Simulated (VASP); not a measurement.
# Re (P6_3/mmc) in VASP: a series of runs

Re is run at these levels: r2SCAN; tasks: single point.

Program: VASP 6.6.1. These are calculated values, not measurements. Logs are shortened: lines on timing, memory, paths and dates and some standing lists are left out, and cuts for length are marked.

**1. The cell of the first run**

The structure is hexagonal, space group P6_3/mmc (No. 194). The conventional cell has a = 2.727 Å, b = 2.727 Å, c = 4.407 Å, α = 90.00°, β = 90.00°, γ = 120.00°. Within 3.6 Å of Re (site symmetry -6m2) lie 12 Re at 2.71 to 2.73 Å.

**2. Single point, r2SCAN**

The input, POSCAR:

```
Re
1.0
    2.7265847809      0.0000000000      0.0000000000
   -1.3632923904      2.3612916858      0.0000000000
    0.0000000000      0.0000000000      4.4066605915
Re
2
Direct
    0.3333333333      0.6666666667      0.2500000000
    0.6666666667      0.3333333333      0.7500000000
```

The input, INCAR.step1:

```
SYSTEM = Re
ALGO = Normal
EDIFF = 1E-4
ENCUT = 520
GGA = PE
ISMEAR = -1
LASPH = .TRUE.
LCHARG = .FALSE.
LREAL = .FALSE.
LWAVE = .TRUE.
NBANDS = 14
NELM = 100
PREC = Accurate
SIGMA = 0.1
```

The input, INCAR.step2:

```
SYSTEM = Re
ALGO = Normal
EDIFF = 1E-7
ENCUT = 520
ISIF = 2
ISMEAR = -1
ISTART = 1
LASPH = .TRUE.
LCHARG = .FALSE.
LMIXTAU = .TRUE.
LREAL = .FALSE.
LWAVE = .FALSE.
METAGGA = R2SCAN
NBANDS = 14
NELM = 100
PREC = Accurate
SIGMA = 0.1
```

The input, KPOINTS:

```
k-points
0
G
  20 20 12
  0 0 0
```

Potentials or basis: VASP PAW PBE potentials, release 64 (Re).

The run is started by

```bash
$ cat potpaw_PBE.64/Re/POTCAR > POTCAR
$ cp INCAR.step1 INCAR
$ mpirun -np 1 vasp_std > vasp.out
$ cp INCAR.step2 INCAR
$ mpirun -np 1 vasp_std > vasp.out
```

OUTCAR:

```text
SYSTEM = Re
   EDIFF = 1E-7
   ENCUT = 520
   ISIF = 2
   ISMEAR = -1
   ISTART = 1
   LASPH = .TRUE.
   LREAL = .FALSE.
   METAGGA = R2SCAN
   NELM = 100
   PREC = Accurate

 ion  position               nearest neighbor table
   1  0.333  0.667  0.250-   2 2.71   2 2.71   2 2.71   2 2.71   2 2.71   2 2.71
   2  0.667  0.333  0.750-   1 2.71   1 2.71   1 2.71   1 2.71   1 2.71   1 2.71

  LATTYP: Found a hexagonal cell.
 ALAT       =     2.7265847809
 C/A-ratio  =     1.6161832276

  Lattice vectors:

 A1 = (   2.7265847809,   0.0000000000,   0.0000000000)
 A2 = (  -1.3632923904,   2.3612916858,   0.0000000000)
 A3 = (   0.0000000000,   0.0000000000,   4.4066605915)

Analysis of symmetry for initial positions (statically):
=====================================================================
 Subroutine PRICEL returns:
 Original cell was already a primitive cell.

 Routine SETGRP: Setting up the symmetry group for a
 hexagonal supercell.

 Subroutine GETGRP returns: Found 24 space group operations
 (whereof 12 operations were pure point group operations)
 out of a pool of 24 trial point group operations.

The static configuration has the point symmetry D_3d.
 The point group associated with its full space group is D_6h.

Analysis of symmetry for dynamics (positions and initial velocities):
=====================================================================
 Subroutine PRICEL returns:
 Original cell was already a primitive cell.

 Routine SETGRP: Setting up the symmetry group for a
 hexagonal supercell.

 Subroutine GETGRP returns: Found 24 space group operations
 (whereof 12 operations were pure point group operations)
 out of a pool of 24 trial point group operations.

The dynamic configuration has the point symmetry D_3d.
 The point group associated with its full space group is D_6h.

 Subroutine INISYM returns: Found 24 space group operations
 (whereof 12 operations are pure point group operations),
 and found     1 'primitive' translations

----------------------------------------------------------------------------------------

                                     Primitive cell

  volume of cell :      28.3712

  direct lattice vectors                    reciprocal lattice vectors
     2.726584781  0.000000000  0.000000000     0.366759181  0.211748512  0.000000000
    -1.363292390  2.361291686  0.000000000     0.000000000  0.423497023  0.000000000
     0.000000000  0.000000000  4.406660591     0.000000000  0.000000000  0.226929208

  length of vectors
     2.726584781  2.726584781  4.406660591     0.423497023  0.423497023  0.226929208

  position of ions in fractional coordinates (direct lattice)
     0.333333333  0.666666667  0.250000000
     0.666666667  0.333333333  0.750000000

  ion indices of the primitive-cell ions
   primitive index   ion index
                 1           1
                 2           2

----------------------------------------------------------------------------------------

 KPOINTS: k-points

Automatic generation of k-mesh.
 Grid dimensions read from file:
 generate k-points for:   20   20   12

 Generating k-lattice:

  Cartesian coordinates                     Fractional coordinates (reciprocal lattice)
     0.018337959  0.010587426  0.000000000     0.050000000  0.000000000  0.000000000
     0.000000000  0.021174851  0.000000000     0.000000000  0.050000000  0.000000000
     0.000000000  0.000000000  0.018910767     0.000000000  0.000000000  0.083333333

  Length of vectors
     0.021174851  0.021174851  0.018910767

  Shift w.r.t. Gamma in fractional coordinates (k-lattice)
     0.000000000  0.000000000  0.000000000

 Subroutine IBZKPT returns following result:
 ===========================================

 Found    308 irreducible k-points:

 Following reciprocal coordinates:
            Coordinates               Weight
  0.000000  0.000000  0.000000      1.000000
  0.050000 -0.000000  0.000000      6.000000
  0.100000  0.000000  0.000000      6.000000
  0.150000  0.000000  0.000000      6.000000
  0.200000  0.000000  0.000000      6.000000
  0.250000 -0.000000  0.000000      6.000000
[... 16 lines left out ...]
  0.200000  0.100000  0.000000     12.000000
  0.250000  0.100000  0.000000     12.000000
 [... further k-points ...]
   k-points           NKPTS =    308   k-points in BZ     NKDIM =    308   number of bands    NBANDS=     14
   number of dos      NEDOS =    301   number of ions     NIONS =      2
   total plane-waves  NPLWV =  14400
   dimension x,y,z NGX =    20 NGY =   20 NGZ =   36
   dimension x,y,z NGXF=    40 NGYF=   40 NGZF=   72
   ions per type =               2
   NGX,Y,Z   is equivalent  to a cutoff of  12.19, 12.19, 13.58 a.u.
   NGXF,Y,Z  is equivalent  to a cutoff of  24.39, 24.39, 27.16 a.u.
 SYSTEM =  Re
   PREC   = accura    normal or accurate (medium, high low for compatibility)
   ISTART =      1    job   : 0-new  1-cont  2-samecut
   ICHARG =      0    charge: 1-file 2-atom 10-const
   ISPIN  =      1    spin polarized calculation?
   LNONCOLLINEAR =      F non collinear calculations
   LSORBIT =      F    spin-orbit coupling
   LASPH  =      T    aspherical Exc in radial PAW
   ENCUT  =  520.0 eV  38.22 Ry    6.18 a.u.   5.07  5.07  8.19*2*pi/ulx,y,z
   NELM   =    100;   NELMIN=  2; NELMDL=  0     # of ELM steps
   EDIFF  = 0.1E-06   stopping-criterion for ELM
   LREAL  =      F    real-space projection
   EDIFFG = 0.1E-05   stopping-criterion for IOM
   NSW    =      0    number of steps for IOM
   IBRION =     -1    ionic relax: 0-MD 1-quasi-New 2-CG
   NFREE  =      0    steps in history (QN), initial steepest desc. (CG)
   ISIF   =      2    stress and relaxation
   ISYM   =      2    0-nonsym 1-usesym 2-fastsym
   POTIM  = 0.5000    time-step for ionic-motion
   TEBEG  =    0.0;   TEEND  =   0.0 temperature during run
   PSTRESS=    0.0 pullay stress
   NELECT =      14.0000    total number of electrons
   NUPDOWN=      -1.0000    fix difference up-down
   EMIN   =  10.00;   EMAX   =-10.00  energy-range for DOS
   EFERMI =   0.00;   METHOD = LEGACY
   ISMEAR =    -1;   SIGMA  =   0.10  broadening in eV -4-tet -1-fermi 0-gaus
   EFERMI_NEDOS =   21; number of points for ismear=-14 and -15
   IALGO  =     38    algorithm
   IMIX   =      4    mixing-type and parameters
     AMIX     =   0.40;   BMIX     =  1.00
     AMIX_MAG =   1.60;   BMIX_MAG =  1.00
  volume/ion in A,a.u.               =      14.19        95.73
  Fermi-wavevector in a.u.,A,eV,Ry     =   1.293674  2.444689 22.770598  1.673592
  Thomas-Fermi vector in A             =   2.425305
   LORBIT       =      0    0 simple, 1 ext, 2 COOP (PROOUT), +10 PAW based schemes
   METAGGA = R2SCAN    functional components
   LHFCALC =     F    Hartree Fock is set to
   AEXX    =    0.0000 exact exchange contribution
   IVDW    =     0    specifies the selected vdW correction
   LEPSILON=     F    determine dielectric tensor
   LRPA    =     F    only Hartree local field effects (RPA)
 non-spin polarized calculation
  energy-cutoff  :      520.00
  volume of cell :       28.37
 maximum number of plane-waves:       778
   NGX = 11   NGY = 11   NGZ = 17

 number of electron      14.0000000 magnetization

 Free energy of the ion-electron system (eV)
  ---------------------------------------------------
  ext. energy  EPLUGINS =         0.00000000
  ---------------------------------------------------
  free energy    TOTEN  =      -104.87730407 eV

  energy without entropy =     -104.82824096  energy(sigma->0) =     -104.85277251

 E-fermi :   8.1441     XC(G=0): -15.2171

 val. band max:        8.1406619195   @ k =   0.0500  -0.0000   0.0000
 cond. band min:       8.1476776518   @ k =   0.4500   0.1000   0.4167
 fundamental gap:      0.0070157323
 Fermi energy:         8.1440740770

 k-point     1 :       0.0000    0.0000    0.0000
  band No.  band energies     occupation
      1      -2.4564      2.00000
      2       0.9297      2.00000
      3       6.3939      2.00000
      4       6.4180      2.00000
      5       6.4180      2.00000
      6       7.3327      1.99940
      7       7.3327      1.99940
      8       8.3715      0.18662
      9       8.3715      0.18662
     10       8.7722      0.00373
     11      11.8401      0.00000
     12      11.8401      0.00000
     13      19.2048      0.00000
     14      23.0131      0.00000

 k-point     2 :       0.0500   -0.0000    0.0000
  band No.  band energies     occupation
      1      -2.3439      2.00000
      2       1.0356      2.00000
      3       6.0442      2.00000
      4       6.5209      2.00000
      5       6.7270      2.00000
      6       7.2487      1.99974
      7       7.4299      1.99842
      8       8.1407      1.01706
      9       8.2821      0.40195
     10       8.4808      0.06668
     11      11.9013      0.00000
     12      12.3637      0.00000
     13      19.2053      0.00000
     14      23.2676      0.00000

 k-point     3 :       0.1000    0.0000    0.0000
  band No.  band energies     occupation
      1      -2.0142      2.00000
      2       1.3368      2.00000
      3       5.6234      2.00000
      4       6.8267      2.00000
      5       6.9406      1.99999
      6       7.1451      1.99991
      7       7.2718      1.99967
      8       7.7184      1.97205
      9       8.0424      1.46871
     10       8.2505      0.51310
     11      12.0588      0.00000
     12      13.4768      0.00000
     13      19.1807      0.00000
     14      23.9846      0.00000
[... 324 lines left out ...]
 k-point    23 :       0.2000    0.1000    0.0000
  band No.  band energies     occupation
      1       0.2079      2.00000
      2       2.7744      2.00000
      3       4.3324      2.00000
      4       4.3934      2.00000
      5       6.2145      2.00000
      6       6.4227      2.00000
      7       7.7484      1.96246
      8       8.4663      0.07669
      9       9.2982      0.00002
     10      10.2274      0.00000
     11      12.4768      0.00000
     12      18.0098      0.00000
     13      18.6087      0.00000
     14      24.3602      0.00000

 k-point    24 :       0.2500    0.1000    0.0000
  band No.  band energies     occupation
      1       0.9348      2.00000
      2       2.6874      2.00000
      3       3.6645      2.00000
      4       4.5861      2.00000
      5       6.1785      2.00000
      6       6.3484      2.00000
      7       7.4261      1.99848
      8       9.1522      0.00008
      9      10.2400      0.00000
     10      11.2224      0.00000
     11      12.5620      0.00000
     12      18.4473      0.00000
     13      19.2736      0.00000
     14      22.5216      0.00000

 [... further k-points ...]
[... 5 lines left out ...]
  --------------------------------------------------------------------------------------
  -------------------------------------------------------------------------------------
  Total        2.7232928      2.7232928      2.7087375      0.0000000      0.0000000      0.0000000
  in kB      153.7894959    153.7894959    152.9675313      0.0000000      0.0000000      0.0000000
  external PRESSURE =     153.5155077 kB  Pullay stress =       0.0000000 kB

 VOLUME and BASIS-vectors are now :
 -----------------------------------------------------------------------------
  energy-cutoff  :      520.00
  volume of cell :       28.37
      direct lattice vectors                 reciprocal lattice vectors
     2.726584781  0.000000000  0.000000000     0.366759181  0.211748512  0.000000000
    -1.363292390  2.361291686  0.000000000     0.000000000  0.423497023  0.000000000
     0.000000000  0.000000000  4.406660591     0.000000000  0.000000000  0.226929208

 POSITION                                       TOTAL-FORCE (eV/Angst)
 -----------------------------------------------------------------------------------
     -0.00000      1.57419      1.10167         0.000000     -0.000000      0.000000
      1.36329      0.78710      3.30500        -0.000000      0.000000      0.000000
 -----------------------------------------------------------------------------------
    total drift:                               -0.000000      0.000000     -0.000000

  FREE ENERGIE OF THE ION-ELECTRON SYSTEM (eV)
  ---------------------------------------------------
  free  energy   TOTEN  =      -104.8773040656 eV

  energy  without entropy=     -104.8282409629  energy(sigma->0) =     -104.85277251
```

Run time: 6.7 min. Hardware: 1 thread of Oxide Virtual Turin-like, shared host; peak memory 0.19 GiB.

What came out:

```yaml
Free_energy: -104.8773 eV
Pressure: 15.4 GPa
Band_gap_on_the_k_mesh: zero (bands 7 and 8 overlap by 3.60 eV)
```

Caveat: the cell stands under pressure; the PAW data sets were made with another functional, which shifts forces and pressure a little; spin-orbit coupling is left out, which moves the levels of the heavy elements.

(Part 1 of 2 ends here.)
